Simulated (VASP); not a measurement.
# Mg2Te3O (Cmmm) in VASP: relaxation of cell and atoms with PBE

Aim: the relaxation of cell and atoms of Mg2Te3O with PBE.

All numbers are computed with VASP 6.6.1; they aren't measurements. Logs are shortened: lines on timing, memory, paths and dates and some standing lists are left out, and cuts for length are marked.

## (1) The cell of the first run

It takes space group Cmmm (No. 65, orthorhombic). Conventional cell: a = 7.522 Å, b = 11.862 Å, c = 4.345 Å, α = 90.00°, β = 90.00°, γ = 90.00°. Within 2.8 Å of Mg (site symmetry 2mm) lie 1 O at 2.04 Å and 2 Te at 2.77 Å. Within 3.8 Å of Te (site symmetry m2m) lie 2 Mg at 2.77 Å and 1 O at 3.76 Å. Te (site symmetry mmm) has 2 O at 2.17 Å and 4 Mg at 2.98 Å within 3.0 Å. Within 2.7 Å of O (site symmetry mmm) lie 2 Mg at 2.04 Å and 2 Te at 2.17 Å.

The cell was generated, and may not be a known phase.

## (2) Relaxation of cell and atoms, PBE

Contents of INCAR:

```
PREC = Accurate
ENCUT = 600
EDIFF = 1E-6
ISMEAR = 0
SIGMA = 0.1
LREAL = False
LASPH = True
NELM = 100
ALGO = Normal
ISIF = 3
LWAVE = False
LCHARG = False
GGA = PE
IBRION = 2
NSW = 100
EDIFFG = -0.01
```

Contents of KPOINTS:

```
regular mesh
0
Gamma
  6 6 10
```

Contents of POSCAR:

```
Mg2Te3O
1.0
    3.7609937161     -5.9311440799      0.0000000000
    3.7609937161      5.9311440799      0.0000000000
    0.0000000000      0.0000000000      4.3445975286
Mg Te O
2 3 1
Direct
    0.7290617303      0.7290617303      0.5000000000
    0.2709382697      0.2709382697      0.5000000000
    0.6830651363      0.3169348637      0.5000000000
    0.3169348637      0.6830651363      0.5000000000
    0.0000000000      0.0000000000      0.0000000000
    0.0000000000      0.0000000000      0.5000000000
```

Potentials or basis: VASP PAW PBE potentials, release 64 (Mg, Te, O).

Command:

```console
$ cat potpaw_PBE.64/Mg/POTCAR potpaw_PBE.64/Te/POTCAR potpaw_PBE.64/O/POTCAR > POTCAR
$ mpirun -np 1 vasp_std > vasp.out
```

OUTCAR:

```text
PREC = Accurate
   ENCUT = 600
   EDIFF = 1E-6
   ISMEAR = 0
   LREAL = False
   LASPH = True
   NELM = 100
   ISIF = 3
   GGA = PE
   IBRION = 2
   NSW = 100
   EDIFFG = -0.01

 ion  position               nearest neighbor table
   1  0.729  0.729  0.500-   6 2.04   4 2.77   3 2.77   5 2.98   5 2.98   2 3.45
   2  0.271  0.271  0.500-   6 2.04   4 2.77   3 2.77   5 2.98   5 2.98   1 3.45
   3  0.683  0.317  0.500-   1 2.77   2 2.77
   4  0.317  0.683  0.500-   1 2.77   2 2.77
   5  0.000  0.000  0.000-   6 2.17   6 2.17   1 2.98   1 2.98   2 2.98   2 2.98
   6  0.000  0.000  0.500-   1 2.04   2 2.04   5 2.17   5 2.17

  LATTYP: Found a base centered orthorhombic cell.
 ALAT       =     7.5219874322
 B/A-ratio  =     1.5770151528
 C/A-ratio  =     0.5775863849

  Lattice vectors:

 A1 = (   3.7609937161,  -5.9311440799,   0.0000000000)
 A2 = (   3.7609937161,   5.9311440799,   0.0000000000)
 A3 = (   0.0000000000,   0.0000000000,   4.3445975286)

Analysis of symmetry for initial positions (statically):
=====================================================================
 Subroutine PRICEL returns:
 Original cell was already a primitive cell.

 Routine SETGRP: Setting up the symmetry group for a
 base centered orthorhombic supercell.

 Subroutine GETGRP returns: Found  8 space group operations
 (whereof  8 operations were pure point group operations)
 out of a pool of  8 trial point group operations.

The static configuration has the point symmetry D_2h.

Analysis of symmetry for dynamics (positions and initial velocities):
=====================================================================
 Subroutine PRICEL returns:
 Original cell was already a primitive cell.

 Routine SETGRP: Setting up the symmetry group for a
 base centered orthorhombic supercell.

 Subroutine GETGRP returns: Found  8 space group operations
 (whereof  8 operations were pure point group operations)
 out of a pool of  8 trial point group operations.

The dynamic configuration has the point symmetry D_2h.

 Subroutine INISYM returns: Found  8 space group operations
 (whereof  8 operations are pure point group operations),
 and found     1 'primitive' translations

----------------------------------------------------------------------------------------

                                     Primitive cell

  volume of cell :     193.8298

  direct lattice vectors                    reciprocal lattice vectors
     3.760993716 -5.931144080  0.000000000     0.132943588 -0.084300768  0.000000000
     3.760993716  5.931144080  0.000000000     0.132943588  0.084300768  0.000000000
     0.000000000  0.000000000  4.344597529     0.000000000  0.000000000  0.230170918

  length of vectors
     7.023072250  7.023072250  4.344597529     0.157418605  0.157418605  0.230170918

  position of ions in fractional coordinates (direct lattice)
     0.729061730  0.729061730  0.500000000
     0.270938270  0.270938270  0.500000000
     0.683065136  0.316934864  0.500000000
     0.316934864  0.683065136  0.500000000
     0.000000000  0.000000000  0.000000000
     0.000000000  0.000000000  0.500000000

  ion indices of the primitive-cell ions
   primitive index   ion index
                 1           1
                 2           2
                 3           3
                 4           4
                 5           5
                 6           6

----------------------------------------------------------------------------------------

 KPOINTS: regular mesh

Automatic generation of k-mesh.
 Grid dimensions read from file:
 generate k-points for:    6    6   10

 Generating k-lattice:

  Cartesian coordinates                     Fractional coordinates (reciprocal lattice)
     0.022157265 -0.014050128  0.000000000     0.166666667 -0.000000000  0.000000000
     0.022157265  0.014050128  0.000000000    -0.000000000  0.166666667  0.000000000
     0.000000000  0.000000000  0.023017092     0.000000000  0.000000000  0.100000000

  Length of vectors
     0.026236434  0.026236434  0.023017092

  Shift w.r.t. Gamma in fractional coordinates (k-lattice)
     0.000000000  0.000000000  0.000000000

 Subroutine IBZKPT returns following result:
 ===========================================

 Found     78 irreducible k-points:

 Following reciprocal coordinates:
            Coordinates               Weight
  0.000000  0.000000  0.000000      1.000000
  0.166667  0.000000  0.000000      4.000000
  0.333333  0.000000  0.000000      4.000000
  0.500000 -0.000000  0.000000      2.000000
  0.166667  0.166667  0.000000      2.000000
  0.333333  0.166667  0.000000      4.000000
[... 16 lines left out ...]
  0.333333  0.333333  0.100000      4.000000
  0.500000  0.333333  0.100000      8.000000
 [... further k-points ...]
   k-points           NKPTS =     78   k-points in BZ     NKDIM =     78   number of bands    NBANDS=     18
   number of dos      NEDOS =    301   number of ions     NIONS =      6
   total plane-waves  NPLWV = 112896
   dimension x,y,z NGX =    56 NGY =   56 NGZ =   36
   dimension x,y,z NGXF=   112 NGYF=  112 NGZF=   72
   ions per type =               2   3   1
   NGX,Y,Z   is equivalent  to a cutoff of  13.26, 13.26, 13.78 a.u.
   NGXF,Y,Z  is equivalent  to a cutoff of  26.51, 26.51, 27.55 a.u.
 SYSTEM =  unknown system
   PREC   = accura    normal or accurate (medium, high low for compatibility)
   ISTART =      0    job   : 0-new  1-cont  2-samecut
   ICHARG =      2    charge: 1-file 2-atom 10-const
   ISPIN  =      1    spin polarized calculation?
   LNONCOLLINEAR =      F non collinear calculations
   LSORBIT =      F    spin-orbit coupling
   LASPH  =      T    aspherical Exc in radial PAW
   ENCUT  =  600.0 eV  44.10 Ry    6.64 a.u.  14.03 14.03  8.68*2*pi/ulx,y,z
   NELM   =    100;   NELMIN=  2; NELMDL= -5     # of ELM steps
   EDIFF  = 0.1E-05   stopping-criterion for ELM
   LREAL  =      F    real-space projection
   EDIFFG = -.1E-01   stopping-criterion for IOM
   NSW    =    100    number of steps for IOM
   IBRION =      2    ionic relax: 0-MD 1-quasi-New 2-CG
   NFREE  =      1    steps in history (QN), initial steepest desc. (CG)
   ISIF   =      3    stress and relaxation
   ISYM   =      2    0-nonsym 1-usesym 2-fastsym
   POTIM  = 0.5000    time-step for ionic-motion
   TEBEG  =    0.0;   TEEND  =   0.0 temperature during run
   PSTRESS=    0.0 pullay stress
   NELECT =      28.0000    total number of electrons
   NUPDOWN=      -1.0000    fix difference up-down
   EMIN   =  10.00;   EMAX   =-10.00  energy-range for DOS
   EFERMI =   0.00;   METHOD = LEGACY
   ISMEAR =     0;   SIGMA  =   0.10  broadening in eV -4-tet -1-fermi 0-gaus
   EFERMI_NEDOS =   21; number of points for ismear=-14 and -15
   IALGO  =     38    algorithm
   IMIX   =      4    mixing-type and parameters
     AMIX     =   0.40;   BMIX     =  1.00
     AMIX_MAG =   1.60;   BMIX_MAG =  1.00
  volume/ion in A,a.u.               =      32.30       218.00
  Fermi-wavevector in a.u.,A,eV,Ry     =   0.858988  1.623253 10.039209  0.737861
  Thomas-Fermi vector in A             =   1.976276
   LORBIT       =      0    0 simple, 1 ext, 2 COOP (PROOUT), +10 PAW based schemes
   GGA     = PE    functional components
   LHFCALC =     F    Hartree Fock is set to
   AEXX    =    0.0000 exact exchange contribution
   IVDW    =     0    specifies the selected vdW correction
   LEPSILON=     F    determine dielectric tensor
   LRPA    =     F    only Hartree local field effects (RPA)
 conjugate gradient relaxation of ions
 non-spin polarized calculation
 Gauss-broadening in eV      SIGMA  =   0.10
  energy-cutoff  :      600.00
  volume of cell :      193.83
 maximum number of plane-waves:      6505
   NGX = 29   NGY = 29   NGZ = 17

--------------------------------------- Ionic step        1  -------------------------------------------

 number of electron      27.9999996 magnetization

 Free energy of the ion-electron system (eV)
  ---------------------------------------------------
  ext. energy  EPLUGINS =         0.00000000
  ---------------------------------------------------
  free energy    TOTEN  =       -20.15337192 eV

  energy without entropy =      -20.13190956  energy(sigma->0) =      -20.14264074

------------------------ aborting loop because EDIFF is reached ----------------------------------------

  FORCE on cell =-STRESS in cart. coord.  units (eV):
  Direction    XX          YY          ZZ          XY          YZ          ZX
  --------------------------------------------------------------------------------------
  -------------------------------------------------------------------------------------
  Total       -0.0915483     -0.0570819     -0.1105316      0.0000000      0.0000000      0.0000000
  in kB       -0.7567285     -0.4718327     -0.9136430      0.0000000      0.0000000      0.0000000
  external PRESSURE =      -0.7140681 kB  Pullay stress =       0.0000000 kB
[... 101 lines left out ...]
  FREE ENERGIE OF THE ION-ELECTRON SYSTEM (eV)
  ---------------------------------------------------
  free  energy   TOTEN  =       -20.1535344008 eV

  energy  without entropy=      -20.1321850282  energy(sigma->0) =      -20.14285971

[... ionic steps 4 to 11 ...]

--------------------------------------- Ionic step       12  -------------------------------------------

 number of electron      27.9999996 magnetization

------------------------ aborting loop because EDIFF is reached ----------------------------------------

  FORCE on cell =-STRESS in cart. coord.  units (eV):
  Direction    XX          YY          ZZ          XY          YZ          ZX
  --------------------------------------------------------------------------------------
  -------------------------------------------------------------------------------------
  Total        0.0623572     -0.0199456     -0.0250914     -0.0000000      0.0000000      0.0000000
  in kB        0.5218779     -0.1669281     -0.2099940     -0.0000000      0.0000000      0.0000000
  external PRESSURE =       0.0483186 kB  Pullay stress =       0.0000000 kB
[... 65 lines left out ...]
  energy  without entropy=      -20.1338182471  energy(sigma->0) =      -20.14412992

--------------------------------------- Ionic step       14  -------------------------------------------

 number of electron      27.9999997 magnetization

 Free energy of the ion-electron system (eV)
  ---------------------------------------------------
  ext. energy  EPLUGINS =         0.00000000
  ---------------------------------------------------
  free energy    TOTEN  =       -20.15450364 eV

  energy without entropy =      -20.13400167  energy(sigma->0) =      -20.14425265

 E-fermi :   2.0956     XC(G=0):  -7.9278

 val. band max:        2.0816652414   @ k =  -0.1667   0.1667   0.0000
 cond. band min:       2.0996964628   @ k =   0.3333   0.3333   0.3000
 fundamental gap:      0.0180312214
 Fermi energy:         2.0955512546

 k-point     1 :       0.0000    0.0000    0.0000
  band No.  band energies     occupation
      1     -17.0045      2.00000
      2      -7.9983      2.00000
      3      -7.3153      2.00000
      4      -7.2919      2.00000
      5      -5.1928      2.00000
      6      -3.6624      2.00000
[... 10 lines left out ...]
     17       7.0577      0.00000
     18       7.3343      0.00000
[... 466 lines left out ...]
      2      -7.8443      2.00000
      3      -7.6848      2.00000
      4      -7.5415      2.00000
      5      -4.6048      2.00000
      6      -3.6264      2.00000
[... 10 lines left out ...]
     17       6.1284      0.00000
     18       6.5063      0.00000

 [... further k-points ...]

------------------------ aborting loop because EDIFF is reached ----------------------------------------

  FORCE on cell =-STRESS in cart. coord.  units (eV):
  Direction    XX          YY          ZZ          XY          YZ          ZX
  --------------------------------------------------------------------------------------
  -------------------------------------------------------------------------------------
  Total        0.0195010     -0.0515821     -0.0016020      0.0000000      0.0000000      0.0000000
  in kB        0.1633018     -0.4319499     -0.0134153      0.0000000      0.0000000      0.0000000
  external PRESSURE =      -0.0940211 kB  Pullay stress =       0.0000000 kB
[... 21 lines left out ...]
  FREE ENERGIE OF THE ION-ELECTRON SYSTEM (eV)
  ---------------------------------------------------
  free  energy   TOTEN  =       -20.1545036442 eV

  energy  without entropy=      -20.1340016651  energy(sigma->0) =      -20.14425265

 reached required accuracy - stopping structural energy minimisation
```

It took 21 min on 1 thread of Intel Xeon Platinum 8488C (Sapphire Rapids), shared host; peak memory 0.6 GiB.

What came out:

| Property | Result |
| --- | --- |
| Free energy | -20.1545 eV |
| Relaxed volume | 31.89 Å³/atom |
| Relaxed cell | a = 6.962 Å, b = 6.962 Å, c = 4.345 Å, α = 90.00°, β = 90.00°, γ = 114.72° |
| Space group after relaxing (to 0.1 Å) | Cmmm (No. 65) |
| Energy gained by relaxing | 0.2 meV/atom |
| Ionic steps | 14 |
| Pressure after relaxing | 0.0 GPa |
| Largest force after relaxing | 0.007 eV/Å |
| Band gap on the k mesh | zero (bands 14 and 15 overlap by 0.96 eV) |

Forces in eV/Å, atoms in the order of the input:
```
Mg  -0.003  0.000  0.000
Mg   0.003  0.000  0.000
Te   0.000  0.007  0.000
Te   0.000 -0.007  0.000
Te   0.000  0.000  0.000
O    0.000  0.000  0.000
```

The path:
| step | energy change (eV) | largest force (eV/Å) | pressure (GPa) | volume (Å³) |
| --- | --- | --- | --- | --- |
| 1 | 0.0000 | 0.0207 | -0.07 | 193.83 |
| 2 | -0.0002 | 0.0244 | -0.02 | 193.43 |
| 3 | -0.0002 | 0.0260 | 0.02 | 193.22 |
| 4 | -0.0003 | 0.0227 | 0.03 | 193.05 |
| 5 | -0.0005 | 0.0130 | 0.03 | 192.55 |
| 6 | -0.0005 | 0.0074 | 0.06 | 191.54 |
| 7 | -0.0006 | 0.0017 | 0.05 | 192.01 |
| 8 | -0.0007 | 0.0077 | 0.02 | 192.02 |
| 9 | -0.0008 | 0.0293 | -0.04 | 192.04 |
| 10 | -0.0009 | 0.0268 | -0.03 | 191.88 |
| 11 | -0.0010 | 0.0207 | 0.00 | 191.52 |
| 12 | -0.0010 | 0.0069 | 0.00 | 191.44 |
| 13 | -0.0011 | 0.0072 | 0.01 | 191.35 |
| 14 | -0.0011 | 0.0071 | -0.01 | 191.33 |

Final structure:
```
CELL_PARAMETERS angstrom
3.75513 -5.86303 0.00000
3.75513 5.86303 0.00000
0.00000 0.00000 4.34509
ATOMIC_POSITIONS crystal
Mg 0.72903 0.72903 0.50000
Mg 0.27097 0.27097 0.50000
Te 0.68564 0.31436 0.50000
Te 0.31436 0.68564 0.50000
Te 0.00000 0.00000 0.00000
O 0.00000 0.00000 0.50000
```

Levels at points of the mesh, in eV from the Fermi level:
```
           k point  band 10  band 11  band 12  band 13  band 14  band 15  band 16  band 17  band 18
(0.00, 0.00, 0.00)    -1.45    -0.79     0.01     0.07     0.56     0.73     2.49     4.96     5.24
(0.50, 0.00, 0.00)    -1.16    -0.57    -0.54     0.22     0.26     0.53     2.92     4.67     4.80
(0.50, 0.50, 0.00)    -0.67    -0.52    -0.23     0.26     0.33     0.42     3.43     4.38     4.58
(0.00, 0.00, 0.50)    -1.69    -1.58    -1.40    -0.79    -0.54    -0.38     0.47     3.15     4.29
(0.50, 0.00, 0.50)    -1.80    -1.66    -1.19    -0.70    -0.68    -0.28     0.99     3.62     4.30
(0.50, 0.50, 0.50)    -2.11    -1.88    -1.42    -0.38    -0.35     0.04     0.95     3.37     4.48
```

Caveat: spin-orbit coupling is left out, which moves the levels of the heavy elements.
